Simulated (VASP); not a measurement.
# Fe (P6/mmm) in VASP: relaxation of cell and atoms with PBE

Aim: the relaxation of cell and atoms of Fe with PBE.

All numbers are computed with VASP 6.6.1; they aren't measurements. Logs are shortened: lines on timing, memory, paths and dates and some standing lists are left out, and cuts for length are marked.

**1. The cell of the first run**

Symmetry: P6/mmm, No. 191, hexagonal system. The conventional cell has a = 4.003 Å, b = 4.003 Å, c = 2.482 Å, α = 90.00°, β = 90.00°, γ = 120.00°. Within 3.3 Å of Fe (site symmetry 6/mmm) lie 14 Fe at 2.48 to 2.62 Å. Within 3.1 Å of Fe (site symmetry -6m2) lie 11 Fe at 2.31 to 2.62 Å.

This isn't the form of Fe at room conditions, which is bcc.

**2. Relaxation of cell and atoms, PBE, collinear spin, ferromagnetic start, target pressure -1.9 GPa, at which the enthalpy is minimised**

Input file INCAR:

```
SYSTEM = Fe
  PREC = Accurate
  ENCUT = 600
  EDIFF = 1E-6
  ISMEAR = -1
  SIGMA = 0.1
  LREAL = .FALSE.
  LASPH = .TRUE.
  NELM = 150
  ALGO = Normal
  ISIF = 3
  LWAVE = .FALSE.
  LCHARG = .FALSE.
  ISPIN = 2
  MAGMOM = 2.5 2.5 2.5
  LORBIT = 11
  LMAXMIX = 4
  GGA = PE
  IBRION = 2
  NSW = 60
  EDIFFG = -0.005
  PSTRESS = -19.0
```

Input file KPOINTS:

```
Automatic mesh
0
G
  9 9 13
  0 0 0
```

Input file POSCAR:

```
Fe
1.0
    4.0026766783      0.0000000000      0.0000000000
   -2.0013383391      3.4664196865      0.0000000000
    0.0000000000      0.0000000000      2.4816595405
Fe
3
Direct
    0.0000000000      0.0000000000      0.0000000000
    0.3333333333      0.6666666667      0.5000000000
    0.6666666667      0.3333333333      0.5000000000
```

Potentials or basis: VASP PAW PBE potentials, release 64 (Fe).

The run is started by

```bash
$ cat potpaw_PBE.64/Fe/POTCAR > POTCAR
$ mpirun -np 1 vasp_std > vasp.out
```

OUTCAR:

```text
SYSTEM = Fe
   PREC = Accurate
   ENCUT = 600
   EDIFF = 1E-6
   ISMEAR = -1
   LREAL = .FALSE.
   LASPH = .TRUE.
   NELM = 150
   ISIF = 3
   ISPIN = 2
   LORBIT = 11
   GGA = PE
   IBRION = 2
   NSW = 60
   EDIFFG = -0.005
   PSTRESS = -19.0

 ion  position               nearest neighbor table
   1  0.000  0.000  0.000-   2 2.62   3 2.62   2 2.62   3 2.62   2 2.62   2 2.62   3 2.62   3 2.62
                             3 2.62   3 2.62   2 2.62   2 2.62
   2  0.333  0.667  0.500-   3 2.31   3 2.31   3 2.31   1 2.62   1 2.62   1 2.62   1 2.62   1 2.62
                             1 2.62
   3  0.667  0.333  0.500-   2 2.31   2 2.31   2 2.31   1 2.62   1 2.62   1 2.62   1 2.62   1 2.62
                             1 2.62

  LATTYP: Found a hexagonal cell.
 ALAT       =     4.0026766783
 C/A-ratio  =     0.6200000000

  Lattice vectors:

 A1 = (   4.0026766783,   0.0000000000,   0.0000000000)
 A2 = (  -2.0013383391,   3.4664196865,   0.0000000000)
 A3 = (   0.0000000000,   0.0000000000,   2.4816595405)

Analysis of symmetry for initial positions (statically):
=====================================================================
 Subroutine PRICEL returns:
 Original cell was already a primitive cell.

 Routine SETGRP: Setting up the symmetry group for a
 hexagonal supercell.

 Subroutine GETGRP returns: Found 24 space group operations
 (whereof 24 operations were pure point group operations)
 out of a pool of 24 trial point group operations.

The static configuration has the point symmetry D_6h.

Analysis of symmetry for dynamics (positions and initial velocities):
=====================================================================
 Subroutine PRICEL returns:
 Original cell was already a primitive cell.

 Routine SETGRP: Setting up the symmetry group for a
 hexagonal supercell.

 Subroutine GETGRP returns: Found 24 space group operations
 (whereof 24 operations were pure point group operations)
 out of a pool of 24 trial point group operations.

The dynamic configuration has the point symmetry D_6h.

Analysis of structural, dynamic, and magnetic symmetry:
=====================================================================
 Subroutine PRICEL returns:
 Original cell was already a primitive cell.

 Routine SETGRP: Setting up the symmetry group for a
 hexagonal supercell.

 Subroutine GETGRP returns: Found 24 space group operations
 (whereof 24 operations were pure point group operations)
 out of a pool of 24 trial point group operations.

The overall configuration has the point symmetry D_6h.

 Subroutine INISYM returns: Found 24 space group operations
 (whereof 24 operations are pure point group operations),
 and found     1 'primitive' translations

----------------------------------------------------------------------------------------

                                     Primitive cell

  volume of cell :      34.4329

  direct lattice vectors                    reciprocal lattice vectors
     4.002676678  0.000000000  0.000000000     0.249832819  0.144241046  0.000000000
    -2.001338339  3.466419687  0.000000000     0.000000000  0.288482091  0.000000000
     0.000000000  0.000000000  2.481659540     0.000000000  0.000000000  0.402956160

  length of vectors
     4.002676678  4.002676678  2.481659540     0.288482091  0.288482091  0.402956160

  position of ions in fractional coordinates (direct lattice)
     0.000000000  0.000000000  0.000000000
     0.333333333  0.666666667  0.500000000
     0.666666667  0.333333333  0.500000000

  ion indices of the primitive-cell ions
   primitive index   ion index
                 1           1
                 2           2
                 3           3

----------------------------------------------------------------------------------------

 KPOINTS: Automatic mesh

Automatic generation of k-mesh.
 Grid dimensions read from file:
 generate k-points for:    9    9   13

 Generating k-lattice:

  Cartesian coordinates                     Fractional coordinates (reciprocal lattice)
     0.027759202  0.016026783  0.000000000     0.111111111  0.000000000  0.000000000
     0.000000000  0.032053566  0.000000000     0.000000000  0.111111111  0.000000000
     0.000000000  0.000000000  0.030996628     0.000000000  0.000000000  0.076923077

  Length of vectors
     0.032053566  0.032053566  0.030996628

  Shift w.r.t. Gamma in fractional coordinates (k-lattice)
     0.000000000  0.000000000  0.000000000

 Subroutine IBZKPT returns following result:
 ===========================================

 Found     84 irreducible k-points:

 Following reciprocal coordinates:
            Coordinates               Weight
  0.000000  0.000000  0.000000      1.000000
  0.111111  0.000000  0.000000      6.000000
  0.222222 -0.000000  0.000000      6.000000
  0.333333  0.000000  0.000000      6.000000
  0.444444 -0.000000  0.000000      6.000000
  0.111111  0.111111  0.000000      6.000000
[... 16 lines left out ...]
  0.333333  0.222222  0.076923     24.000000
  0.333333  0.333333  0.076923      4.000000
 [... further k-points ...]
   k-points           NKPTS =     84   k-points in BZ     NKDIM =     84   number of bands    NBANDS=     20
   number of dos      NEDOS =    301   number of ions     NIONS =      3
   total plane-waves  NPLWV =  20480
   dimension x,y,z NGX =    32 NGY =   32 NGZ =   20
   dimension x,y,z NGXF=    64 NGYF=   64 NGZF=   40
   ions per type =               3
   NGX,Y,Z   is equivalent  to a cutoff of  13.29, 13.29, 13.40 a.u.
   NGXF,Y,Z  is equivalent  to a cutoff of  26.58, 26.58, 26.80 a.u.
 SYSTEM =  Fe
   PREC   = accura    normal or accurate (medium, high low for compatibility)
   ISTART =      0    job   : 0-new  1-cont  2-samecut
   ICHARG =      2    charge: 1-file 2-atom 10-const
   ISPIN  =      2    spin polarized calculation?
   LNONCOLLINEAR =      F non collinear calculations
   LSORBIT =      F    spin-orbit coupling
   LASPH  =      T    aspherical Exc in radial PAW
   ENCUT  =  600.0 eV  44.10 Ry    6.64 a.u.   7.99  7.99  4.96*2*pi/ulx,y,z
   NELM   =    150;   NELMIN=  2; NELMDL= -5     # of ELM steps
   EDIFF  = 0.1E-05   stopping-criterion for ELM
   LREAL  =      F    real-space projection
   EDIFFG = -.5E-02   stopping-criterion for IOM
   NSW    =     60    number of steps for IOM
   IBRION =      2    ionic relax: 0-MD 1-quasi-New 2-CG
   NFREE  =      1    steps in history (QN), initial steepest desc. (CG)
   ISIF   =      3    stress and relaxation
   ISYM   =      2    0-nonsym 1-usesym 2-fastsym
   POTIM  = 0.5000    time-step for ionic-motion
   TEBEG  =    0.0;   TEEND  =   0.0 temperature during run
   PSTRESS=  -19.0 pullay stress
   NELECT =      24.0000    total number of electrons
   NUPDOWN=      -1.0000    fix difference up-down
   EMIN   =  10.00;   EMAX   =-10.00  energy-range for DOS
   EFERMI =   0.00;   METHOD = LEGACY
   ISMEAR =    -1;   SIGMA  =   0.10  broadening in eV -4-tet -1-fermi 0-gaus
   EFERMI_NEDOS =   21; number of points for ismear=-14 and -15
   IALGO  =     38    algorithm
   IMIX   =      4    mixing-type and parameters
     AMIX     =   0.40;   BMIX     =  1.00
     AMIX_MAG =   1.60;   BMIX_MAG =  1.00
  volume/ion in A,a.u.               =      11.48        77.45
  Fermi-wavevector in a.u.,A,eV,Ry     =   1.451512  2.742960 28.665939  2.106887
  Thomas-Fermi vector in A             =   2.569001
   LORBIT       =     11    0 simple, 1 ext, 2 COOP (PROOUT), +10 PAW based schemes
   GGA     = PE    functional components
   LHFCALC =     F    Hartree Fock is set to
   AEXX    =    0.0000 exact exchange contribution
   IVDW    =     0    specifies the selected vdW correction
   LEPSILON=     F    determine dielectric tensor
   LRPA    =     F    only Hartree local field effects (RPA)
 conjugate gradient relaxation of ions
 spin polarized calculation
  energy-cutoff  :      600.00
  volume of cell :       34.43
 maximum number of plane-waves:      1173
 NGX is ok and might be reduce to    32
   NGX = 15   NGY = 15   NGZ =  9

--------------------------------------- Ionic step        1  -------------------------------------------

 number of electron      24.0000011 magnetization       2.4565419

 Free energy of the ion-electron system (eV)
  ---------------------------------------------------
  ext. energy  EPLUGINS =         0.00000000
  ---------------------------------------------------
  free energy    TOTEN  =       -23.84774818 eV

  energy without entropy =      -23.63667032  energy(sigma->0) =      -23.74220925

------------------------ aborting loop because EDIFF is reached ----------------------------------------

  FORCE on cell =-STRESS in cart. coord.  units (eV):
  Direction    XX          YY          ZZ          XY          YZ          ZX
  --------------------------------------------------------------------------------------
  -------------------------------------------------------------------------------------
  Total       -3.3768391     -3.3768391     -2.6587746     -0.0000000      0.0000000     -0.0000000
  in kB     -157.1256554   -157.1256554   -123.7138273     -0.0000000      0.0000000     -0.0000000
  external PRESSURE =    -126.9883794 kB  Pullay stress =     -19.0000000 kB
[... 260 lines left out ...]
  enthalpy is  TOTEN    =       -24.4136181966 eV   P V=       -0.3718320872

--------------------------------------- Ionic step        8  -------------------------------------------

 number of electron      23.9999995 magnetization       0.0005926

 Free energy of the ion-electron system (eV)
  ---------------------------------------------------
  ext. energy  EPLUGINS =         0.00000000
  ---------------------------------------------------
  free energy    TOTEN  =       -24.04121390 eV

  energy without entropy =      -23.85729394  energy(sigma->0) =      -23.94925392

 E-fermi :   6.7354     XC(G=0): -13.6203

 val. band max:        6.7332638623   @ k =   0.4444  -0.0000   0.1538
 cond. band min:       6.7401414166   @ k =   0.4444  -0.0000   0.3077
 fundamental gap:      0.0068775544
 Fermi energy:         6.7353511283

 spin component 1

 k-point     1 :       0.0000    0.0000    0.0000
  band No.  band energies     occupation
      1      -2.1331      1.00000
      2       2.3992      1.00000
      3       3.9212      1.00000
      4       3.9212      1.00000
      5       3.9569      1.00000
      6       3.9569      1.00000
[... 12 lines left out ...]
     19      14.5898      0.00000
[... 513 lines left out ...]
      4       4.0169      1.00000
      5       4.0169      1.00000
      6       4.3761      1.00000
[... 12 lines left out ...]
     19      20.1291      0.00000
     20      20.3528      0.00000

 [... further k-points ...]

 spin component 2

 k-point     1 :       0.0000    0.0000    0.0000
  band No.  band energies     occupation
      1      -2.1330      1.00000
      2       2.3993      1.00000
      3       3.9212      1.00000
      4       3.9212      1.00000
      5       3.9571      1.00000
      6       3.9571      1.00000
[... 12 lines left out ...]
     19      14.5899      0.00000
[... 513 lines left out ...]
      4       4.0171      1.00000
      5       4.0171      1.00000
      6       4.3763      1.00000
[... 12 lines left out ...]
     19      20.1291      0.00000
     20      20.3529      0.00000

 [... further k-points ...]

------------------------ aborting loop because EDIFF is reached ----------------------------------------

  FORCE on cell =-STRESS in cart. coord.  units (eV):
  Direction    XX          YY          ZZ          XY          YZ          ZX
  --------------------------------------------------------------------------------------
  -------------------------------------------------------------------------------------
  Total       -0.3689592     -0.3689592     -0.3693710     -0.0000000      0.0000000      0.0000000
  in kB      -18.8207493    -18.8207493    -18.8417562     -0.0000000      0.0000000      0.0000000
  external PRESSURE =       0.1722484 kB  Pullay stress =     -19.0000000 kB
[... 18 lines left out ...]
  FREE ENERGIE OF THE ION-ELECTRON SYSTEM (eV)
  ---------------------------------------------------
  free  energy   TOTEN  =       -24.0412139004 eV

  energy  without entropy=      -23.8572939403  energy(sigma->0) =      -23.94925392

  enthalpy is  TOTEN    =       -24.4136870652 eV   P V=       -0.3724731648

 reached required accuracy - stopping structural energy minimisation

 total charge

# of ion       s       p       d       tot
------------------------------------------
    1        0.500   0.590   6.294   7.384
    2        0.537   0.616   6.361   7.515
    3        0.537   0.616   6.361   7.515
--------------------------------------------------
tot          1.574   1.823  19.016  22.413

 magnetization (x)

# of ion       s       p       d       tot
------------------------------------------
    1       -0.000  -0.000  -0.000  -0.000
    2        0.000   0.000   0.001   0.001
    3        0.000   0.000   0.001   0.001
--------------------------------------------------
tot          0.000  -0.000   0.001   0.001
```

Wall time 26 min (1 thread of Oxide Virtual Turin-like, shared host); peak memory 0.22 GiB.

Results:

```yaml
Free_energy: -24.0412 eV
Relaxed_volume: 10.47 Å³/atom
Relaxed_cell: a = 3.863 Å, b = 3.863 Å, c = 2.430 Å, α = 90.00°, β = 90.00°, γ = 120.00°
Space_group_after_relaxing_to_0.1_Å: P6/mmm (No. 191)
Energy_change_on_relaxing_the_run_minimises_the_enthalpy: -64.5 meV/atom
Ionic_steps: 8
Pressure_after_relaxing: -1.9 GPa
Band_gap_on_the_k_mesh: zero (filled and empty bands overlap)
Net_moment: 0.00 μB per cell
Valence_electrons_inside_the_program's_atomic_spheres: Fe 7.38, 7.51 (each value once)
```

The path:
```
step  energy change (eV)  largest force (eV/Å)  pressure (GPa)  volume (Å³)
   1              0.0000                0.0000          -14.60        34.43
   2             -0.1603                0.0000           10.56        30.09
   3             -0.1930                0.0000           -1.74        31.38
   4             -0.1922                0.0000           -2.18        31.44
   5             -0.1929                0.0000           -2.21        31.45
   6             -0.1930                0.0000           -2.24        31.45
   7             -0.1940                0.0000           -1.53        31.35
   8             -0.1935                0.0000           -1.88        31.41
```

Final structure:
```xyz
3
Lattice="3.8635 0.0000 0.0000 -1.9317 3.3459 0.0000 0.0000 0.0000 2.4297" Properties=species:S:1:pos:R:3 pbc="T T T"
Fe    0.0000    0.0000    0.0000
Fe    0.0000    2.2306    1.2149
Fe    1.9317    1.1153    1.2149
```

Caveat: the cell is relaxed towards a set pressure, so the run minimises the enthalpy, not the energy; the moments typed at the start vanished in this run.
